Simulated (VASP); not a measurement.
# SnO2 (P6_3/mmc) in VASP: single point with r2SCAN

Aim: the single point of SnO2 with r2SCAN.

Program: VASP 6.6.1. These are calculated values, not measurements. Logs are shortened: lines on timing, memory, paths and dates and some standing lists are left out, and cuts for length are marked.

## 1. The cell of the first run

Symmetry: P6_3/mmc, No. 194, hexagonal system. The conventional cell has a = 3.231 Å, b = 3.231 Å, c = 10.791 Å, α = 90.00°, β = 90.00°, γ = 120.00°. Within 2.8 Å of Sn (site symmetry -3m) lie 6 O at 2.12 Å. O (site symmetry 3m) has 3 Sn at 2.12 Å and 3 O at 2.76 Å within 2.8 Å.

## 2. Single point, r2SCAN

Contents of POSCAR:

```
SnO2
1.0
    3.2305800000      0.0000000000      0.0000000000
   -1.6152900000      2.7977600000      0.0000000000
    0.0000000000      0.0000000000     10.7905600000
Sn O
2 4
Direct
    0.0000000000      0.0000000000      0.5000000000
    0.0000000000      0.0000000000      0.0000000000
    0.6666666667      0.3333333333      0.4058600000
    0.6666666667      0.3333333333      0.0941400000
    0.3333333333      0.6666666667      0.5941400000
    0.3333333333      0.6666666667      0.9058600000
```

Contents of INCAR.step1:

```
ALGO = Normal
EDIFF = 1E-4
ENCUT = 520
GGA = PE
ISMEAR = 0
LASPH = T
LCHARG = F
LREAL = F
LWAVE = T
NBANDS = 35
NELM = 100
PREC = Accurate
SIGMA = 0.01
```

Contents of INCAR.step2:

```
ALGO = Normal
EDIFF = 1E-7
ENCUT = 520
ISIF = 2
ISMEAR = 0
ISTART = 1
LASPH = T
LCHARG = T
LELF = T
LMIXTAU = T
LREAL = F
LVHAR = T
LWAVE = F
METAGGA = R2SCAN
NBANDS = 35
NELM = 100
PREC = Accurate
SIGMA = 0.01
```

Contents of KPOINTS:

```
Automatic mesh
0
Gamma
  5 5 2
  0 0 0.5
```

Potentials or basis: VASP PAW PBE potentials, release 64 (Sn_d, O).

Command:

```bash
$ cat potpaw_PBE.64/Sn_d/POTCAR potpaw_PBE.64/O/POTCAR > POTCAR
$ cp INCAR.step1 INCAR
$ mpirun -np 1 vasp_std > vasp.out
$ cp INCAR.step2 INCAR
$ mpirun -np 1 vasp_std > vasp.out
```

OUTCAR:

```text
EDIFF = 1E-7
   ENCUT = 520
   ISIF = 2
   ISMEAR = 0
   ISTART = 1
   LASPH = T
   LREAL = F
   METAGGA = R2SCAN
   NELM = 100
   PREC = Accurate

 ion  position               nearest neighbor table
   1  0.000  0.000  0.500-   5 2.12   3 2.12   5 2.12   3 2.12   3 2.12   5 2.12
   2  0.000  0.000  0.000-   6 2.12   4 2.12   6 2.12   4 2.12   4 2.12   6 2.12
   3  0.667  0.333  0.406-   1 2.12   1 2.12   1 2.12
   4  0.667  0.333  0.094-   2 2.12   2 2.12   2 2.12
   5  0.333  0.667  0.594-   1 2.12   1 2.12   1 2.12
   6  0.333  0.667  0.906-   2 2.12   2 2.12   2 2.12

  LATTYP: Found a hexagonal cell.
 ALAT       =     3.2305800000
 C/A-ratio  =     3.3401308743

  Lattice vectors:

 A1 = (   3.2305800000,   0.0000000000,   0.0000000000)
 A2 = (  -1.6152900000,   2.7977600000,   0.0000000000)
 A3 = (   0.0000000000,   0.0000000000,  10.7905600000)

Analysis of symmetry for initial positions (statically):
=====================================================================
 Subroutine PRICEL returns:
 Original cell was already a primitive cell.

 Routine SETGRP: Setting up the symmetry group for a
 hexagonal supercell.

 Subroutine GETGRP returns: Found 24 space group operations
 (whereof 12 operations were pure point group operations)
 out of a pool of 24 trial point group operations.

The static configuration has the point symmetry D_3d.
 The point group associated with its full space group is D_6h.

Analysis of symmetry for dynamics (positions and initial velocities):
=====================================================================
 Subroutine PRICEL returns:
 Original cell was already a primitive cell.

 Routine SETGRP: Setting up the symmetry group for a
 hexagonal supercell.

 Subroutine GETGRP returns: Found 24 space group operations
 (whereof 12 operations were pure point group operations)
 out of a pool of 24 trial point group operations.

The dynamic configuration has the point symmetry D_3d.
 The point group associated with its full space group is D_6h.

 Subroutine INISYM returns: Found 24 space group operations
 (whereof 12 operations are pure point group operations),
 and found     1 'primitive' translations

----------------------------------------------------------------------------------------

                                     Primitive cell

  volume of cell :      97.5293

  direct lattice vectors                    reciprocal lattice vectors
     3.230580000  0.000000000  0.000000000     0.309541940  0.178714400  0.000000000
    -1.615290000  2.797760000  0.000000000     0.000000000  0.357428800  0.000000000
     0.000000000  0.000000000 10.790560000     0.000000000  0.000000000  0.092673596

  length of vectors
     3.230580000  3.230576234 10.790560000     0.357428383  0.357428800  0.092673596

  position of ions in fractional coordinates (direct lattice)
     0.000000000  0.000000000  0.500000000
     0.000000000  0.000000000  0.000000000
     0.666666667  0.333333333  0.405860000
     0.666666667  0.333333333  0.094140000
     0.333333333  0.666666667  0.594140000
     0.333333333  0.666666667  0.905860000

  ion indices of the primitive-cell ions
   primitive index   ion index
                 1           1
                 2           2
                 3           3
                 4           4
                 5           5
                 6           6

----------------------------------------------------------------------------------------

 KPOINTS: Automatic mesh

Automatic generation of k-mesh.
 Grid dimensions read from file:
 generate k-points for:    5    5    2

 Generating k-lattice:

  Cartesian coordinates                     Fractional coordinates (reciprocal lattice)
     0.061908388  0.035742880  0.000000000     0.200000000  0.000000000  0.000000000
     0.000000000  0.071485760  0.000000000     0.000000000  0.200000000  0.000000000
     0.000000000  0.000000000  0.046336798     0.000000000  0.000000000  0.500000000

  Length of vectors
     0.071485677  0.071485760  0.046336798

  Shift w.r.t. Gamma in fractional coordinates (k-lattice)
     0.000000000  0.000000000  0.500000000

 Subroutine IBZKPT returns following result:
 ===========================================

 Found      5 irreducible k-points:

 Following reciprocal coordinates:
            Coordinates               Weight
  0.000000  0.000000  0.250000      2.000000
  0.200000  0.000000  0.250000     12.000000
  0.400000 -0.000000  0.250000     12.000000
  0.200000  0.200000  0.250000     12.000000
  0.400000  0.200000  0.250000     12.000000
   k-points           NKPTS =      5   k-points in BZ     NKDIM =      5   number of bands    NBANDS=     35
   number of dos      NEDOS =    301   number of ions     NIONS =      6
   total plane-waves  NPLWV =  46080
   dimension x,y,z NGX =    24 NGY =   24 NGZ =   80
   dimension x,y,z NGXF=    48 NGYF=   48 NGZF=  160
   ions per type =               2   4
   NGX,Y,Z   is equivalent  to a cutoff of  12.35, 12.35, 12.33 a.u.
   NGXF,Y,Z  is equivalent  to a cutoff of  24.70, 24.70, 24.65 a.u.
 SYSTEM =  unknown system
   PREC   = accura    normal or accurate (medium, high low for compatibility)
   ISTART =      1    job   : 0-new  1-cont  2-samecut
   ICHARG =      0    charge: 1-file 2-atom 10-const
   ISPIN  =      1    spin polarized calculation?
   LNONCOLLINEAR =      F non collinear calculations
   LSORBIT =      F    spin-orbit coupling
   LASPH  =      T    aspherical Exc in radial PAW
   ENCUT  =  520.0 eV  38.22 Ry    6.18 a.u.   6.01  6.01 20.06*2*pi/ulx,y,z
   NELM   =    100;   NELMIN=  2; NELMDL=  0     # of ELM steps
   EDIFF  = 0.1E-06   stopping-criterion for ELM
   LREAL  =      F    real-space projection
   EDIFFG = 0.1E-05   stopping-criterion for IOM
   NSW    =      0    number of steps for IOM
   IBRION =     -1    ionic relax: 0-MD 1-quasi-New 2-CG
   NFREE  =      0    steps in history (QN), initial steepest desc. (CG)
   ISIF   =      2    stress and relaxation
   ISYM   =      2    0-nonsym 1-usesym 2-fastsym
   POTIM  = 0.5000    time-step for ionic-motion
   TEBEG  =    0.0;   TEEND  =   0.0 temperature during run
   PSTRESS=    0.0 pullay stress
   NELECT =      52.0000    total number of electrons
   NUPDOWN=      -1.0000    fix difference up-down
   EMIN   =  10.00;   EMAX   =-10.00  energy-range for DOS
   EFERMI =   0.00;   METHOD = LEGACY
   ISMEAR =     0;   SIGMA  =   0.01  broadening in eV -4-tet -1-fermi 0-gaus
   EFERMI_NEDOS =   21; number of points for ismear=-14 and -15
   IALGO  =     38    algorithm
   IMIX   =      4    mixing-type and parameters
     AMIX     =   0.40;   BMIX     =  1.00
     AMIX_MAG =   1.60;   BMIX_MAG =  1.00
  volume/ion in A,a.u.               =      16.25       109.69
  Fermi-wavevector in a.u.,A,eV,Ry     =   1.327489  2.508591 23.976558  1.762227
  Thomas-Fermi vector in A             =   2.456798
   LORBIT       =      0    0 simple, 1 ext, 2 COOP (PROOUT), +10 PAW based schemes
   METAGGA = R2SCAN    functional components
   LHFCALC =     F    Hartree Fock is set to
   AEXX    =    0.0000 exact exchange contribution
   IVDW    =     0    specifies the selected vdW correction
   LEPSILON=     F    determine dielectric tensor
   LRPA    =     F    only Hartree local field effects (RPA)
 non-spin polarized calculation
 Gauss-broadening in eV      SIGMA  =   0.01
  energy-cutoff  :      520.00
  volume of cell :       97.53
 maximum number of plane-waves:      2651
   NGX = 13   NGY = 13   NGZ = 41

 number of electron      51.9999997 magnetization

 Free energy of the ion-electron system (eV)
  ---------------------------------------------------
  ext. energy  EPLUGINS =         0.00000000
  ---------------------------------------------------
  free energy    TOTEN  =       -83.11144418 eV

  energy without entropy =      -83.11144418  energy(sigma->0) =      -83.11144418

 E-fermi :   1.6892     XC(G=0):  -9.8105

 val. band max:        1.6284879891   @ k =   0.2000   0.2000   0.2500
 cond. band min:       4.3849444110   @ k =   0.0000   0.0000   0.2500
 fundamental gap:      2.7564564218
 Fermi energy:         1.6891563496

 k-point     1 :       0.0000    0.0000    0.2500
  band No.  band energies     occupation
      1     -18.9183      2.00000
      2     -18.9173      2.00000
      3     -18.6787      2.00000
      4     -18.6787      2.00000
      5     -18.6787      2.00000
      6     -18.6787      2.00000
[... 27 lines left out ...]
     34      13.7253      0.00000
     35      13.7543      0.00000

 k-point     2 :       0.2000    0.0000    0.2500
  band No.  band energies     occupation
      1     -19.0615      2.00000
      2     -19.0599      2.00000
      3     -18.7335      2.00000
      4     -18.7330      2.00000
      5     -18.6180      2.00000
      6     -18.6179      2.00000
[... 27 lines left out ...]
     34      13.5007      0.00000
     35      14.4662      0.00000

 k-point     3 :       0.4000   -0.0000    0.2500
  band No.  band energies     occupation
      1     -19.5280      2.00000
      2     -19.5258      2.00000
      3     -18.6062      2.00000
      4     -18.6060      2.00000
      5     -18.5863      2.00000
      6     -18.5862      2.00000
[... 27 lines left out ...]
     34      14.4195      0.00000
     35      14.5376      0.00000

 k-point     4 :       0.2000    0.2000    0.2500
  band No.  band energies     occupation
      1     -19.3115      2.00000
      2     -19.3095      2.00000
      3     -18.8324      2.00000
      4     -18.8315      2.00000
      5     -18.5351      2.00000
      6     -18.5349      2.00000
[... 27 lines left out ...]
     34      13.9947      0.00000
     35      14.1696      0.00000

 k-point     5 :       0.4000    0.2000    0.2500
  band No.  band energies     occupation
      1     -19.4351      2.00000
      2     -19.4330      2.00000
      3     -18.9047      2.00000
      4     -18.9033      2.00000
      5     -18.5544      2.00000
      6     -18.5543      2.00000
[... 27 lines left out ...]
     34      13.7258      0.00000
     35      13.8013      0.00000

------------------------ aborting loop because EDIFF is reached ----------------------------------------

  FORCE on cell =-STRESS in cart. coord.  units (eV):
  Direction    XX          YY          ZZ          XY          YZ          ZX
  --------------------------------------------------------------------------------------
  -------------------------------------------------------------------------------------
  Total       -3.7185343     -3.7185228     -2.1674775      0.0000000      0.0000000      0.0000000
  in kB      -61.0868090    -61.0866191    -35.6065776      0.0000000      0.0000000      0.0000000
  external PRESSURE =     -52.5933352 kB  Pullay stress =       0.0000000 kB

 VOLUME and BASIS-vectors are now :
 -----------------------------------------------------------------------------
  energy-cutoff  :      520.00
  volume of cell :       97.53
      direct lattice vectors                 reciprocal lattice vectors
     3.230580000  0.000000000  0.000000000     0.309541940  0.178714400  0.000000000
    -1.615290000  2.797760000  0.000000000     0.000000000  0.357428800  0.000000000
     0.000000000  0.000000000 10.790560000     0.000000000  0.000000000  0.092673596

 POSITION                                       TOTAL-FORCE (eV/Angst)
 -----------------------------------------------------------------------------------
      0.00000      0.00000      5.39528         0.000000      0.000000      0.000000
      0.00000      0.00000      0.00000         0.000000      0.000000      0.000000
      1.61529      0.93259      4.37946        -0.000000     -0.000000      0.553518
      1.61529      0.93259      1.01582         0.000000      0.000000     -0.553518
     -0.00000      1.86517      6.41110        -0.000000      0.000000     -0.553518
     -0.00000      1.86517      9.77474         0.000000     -0.000000      0.553518
 -----------------------------------------------------------------------------------
    total drift:                               -0.000000      0.000000      0.000000

  FREE ENERGIE OF THE ION-ELECTRON SYSTEM (eV)
  ---------------------------------------------------
  free  energy   TOTEN  =       -83.1114441847 eV

  energy  without entropy=      -83.1114441847  energy(sigma->0) =      -83.11144418
```

Wall time 73 s (1 thread of Intel Xeon Platinum 8488C (Sapphire Rapids), shared host); peak memory 0.22 GiB.

What came out:

```yaml
Free_energy: -83.1114 eV
Pressure: -5.3 GPa
Largest_force: 0.554 eV/Å
Band_gap_on_the_k_mesh: 2.76 eV (least direct gap 3.20 eV)
```

Forces on the atoms (eV/Å):
```
Sn   0.000  0.000  0.000
Sn   0.000  0.000  0.000
O    0.000  0.000  0.554
O    0.000  0.000 -0.554
O    0.000  0.000 -0.554
O    0.000  0.000  0.554
```

Caveat: the k points lie up to 0.45 Å⁻¹ apart; the PAW data sets were made with another functional, which shifts forces and pressure a little; spin-orbit coupling is left out, which moves the levels of the heavy elements; a shifted mesh leaves out Γ, where band edges can lie.
